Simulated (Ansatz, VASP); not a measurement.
**HfNb3O3 in VASP and in Ansatz**

INCAR

```
SYSTEM = HfNb3O3
  ALGO = Normal
  EDIFF = 1E-7
  EDIFFG = -0.08
  ENCUT = 600
  GGA = PE
  GGA_COMPAT = .False.
  IBRION = 2
  ISIF = 3
  ISMEAR = 0
  LASPH = .True.
  LCHARG = .False.
  LREAL = .False.
  LWAVE = .False.
  NELM = 120
  NELMIN = 4
  NSW = 36
  PREC = Accurate
  SIGMA = 0.2
```

KPOINTS

```
k-points
0
Gamma
  4 4 4
  0 0 0
```

Contents of POSCAR:

```
HfNb3O3
1.0
    4.5500000000      0.0000000000      0.0000000000
    0.0000000000      4.5500000000      0.0000000000
    0.0000000000      0.0000000000      4.4000000000
Hf Nb O
1 3 3
Direct
    0.0000000000      0.0000000000      0.0000000000
    0.5000000000      0.0000000000      0.5000000000
    0.5000000000      0.5000000000      0.0000000000
    0.0000000000      0.5000000000      0.5000000000
    0.5000000000      0.0000000000      0.0000000000
    0.5000000000      0.5000000000      0.5000000000
    0.0000000000      0.5000000000      0.0000000000
```

Input for Ansatz:

```yaml
crystal:
  lattice:
    - [4.55, 0.0, 0.0]
    - [0.0, 4.55, 0.0]
    - [0.0, 0.0, 4.4]
  atoms:
    - { symbol: Hf, position: [0.0, 0.0, 0.0] }
    - { symbol: Nb, position: [0.5, 0.0, 0.5] }
    - { symbol: Nb, position: [0.5, 0.5, 0.0] }
    - { symbol: Nb, position: [0.0, 0.5, 0.5] }
    - { symbol: O, position: [0.5, 0.0, 0.0] }
    - { symbol: O, position: [0.5, 0.5, 0.5] }
    - { symbol: O, position: [0.0, 0.5, 0.0] }
basis:
  ecutwfc: 420
kpoints:
  mp_grid: { grid: [4, 4, 4] }
hamiltonian:
  xc: pbe
scf:
  occupations: { method: gaussian, width: 0.2 }
  lower_state_search: "off"
output:
  forces: true
  stress: true
  eigenvalues: true
relax:
  adjacent_minimum: "off"
  f_tol: 0.08
  max_steps: 16
  cell: { stress_tol: 0.8 }
```

Change from the starting cell: built by hand: Cu3Au-ordered rocksalt with tetragonal oxygen vacancy (P4/mmm, No. 123).

Alike in both runs: task relaxation of cell and atoms; functional PBE; k mesh 4 × 4 × 4; occupations gaussian, width 0.2 eV; no spin polarisation.

|  | VASP | Ansatz |
| --- | --- | --- |
| version | VASP 6.6.1 | Ansatz 0.2.0 |
| potentials or method | VASP PAW PBE potentials, release 64 (Hf_pv, Nb_sv, O), cutoff 600 eV | scalar-relativistic, plane waves, PAW |
| valence electrons in the cell | 67 | 83 |

|  | VASP | Ansatz | Ansatz less VASP |
| --- | --- | --- | --- |
| gap on the k mesh at the Fermi level, each at its own relaxed structure (eV) | none | none | - |
| relaxed volume (Å³/atom) | 12.45 | 12.52 | +0.073 |
| relaxed cell length with the largest relative difference (Å) | 4.425 | 4.438 | +0.0130 |

A gap of «none» marks a metal or a gap that the smearing closes. VASP's potentials hold 67 valence electrons a cell and Ansatz's 83, so a difference there can come from the potentials and not from the codes.

Neither program's run includes spin-orbit coupling.
